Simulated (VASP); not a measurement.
Input of a VASP 6.6.1 run:

File INCAR:

```
SYSTEM = MgB2
PREC     = Accurate       ! precision mode
ENCUT    = 600            ! plane-wave cutoff, eV
EDIFF    = 1E-6           ! SCF threshold, eV
ISMEAR   = 0              ! smearing method
SIGMA    = 0.1            ! smearing width, eV
LREAL    = .FALSE.        ! projectors in reciprocal space
LASPH    = .TRUE.         ! aspherical terms in the spheres
NELM     = 100            ! most SCF steps
ALGO     = Normal         ! electronic algorithm
ISIF     = 4              ! what is computed and relaxed
LWAVE    = .FALSE.        ! write WAVECAR
LCHARG   = .FALSE.        ! write CHGCAR
GGA      = PE             ! functional
IBRION   = 2              ! ionic algorithm
NSW      = 50             ! ionic steps
EDIFFG   = -0.01          ! ionic threshold
```

File KPOINTS:

```
regular mesh
0
G
  18 18 12
  0 0 0
```

POSCAR

```
MgB2
1.0
    3.0448217569      0.0000000000      0.0000000000
   -1.5224108784      2.6368929914      0.0000000000
    0.0000000000      0.0000000000      3.4868244912
Mg B
1 2
Direct
    0.0000000000      0.0000000000      0.0000000000
    0.3333333333      0.6666666667      0.5000000000
    0.6666666667      0.3333333333      0.5000000000
```

Potentials or basis: VASP PAW PBE potentials, release 64 (Mg, B).

Launch:

```console
$ cat potpaw_PBE.64/Mg/POTCAR potpaw_PBE.64/B/POTCAR > POTCAR
$ mpirun -np 1 vasp_std > vasp.out
```

Q: Estimate the band gap on the k mesh.

A: Zero (bands 4 and 5 overlap by 3.92 eV).

Final structure:
```cif
data_structure
_symmetry_space_group_name_H-M 'P 1'
_symmetry_Int_Tables_number 1
_cell_length_a 3.0511
_cell_length_b 3.0511
_cell_length_c 3.4724
_cell_angle_alpha 90.000
_cell_angle_beta 90.000
_cell_angle_gamma 120.000
_cell_volume 28.00
loop_
_atom_site_label
_atom_site_type_symbol
_atom_site_fract_x
_atom_site_fract_y
_atom_site_fract_z
_atom_site_occupancy
Mg1 Mg 0.00000 0.00000 0.00000 1
B1 B 0.33333 0.66667 0.50000 1
B2 B 0.66667 0.33333 0.50000 1
```
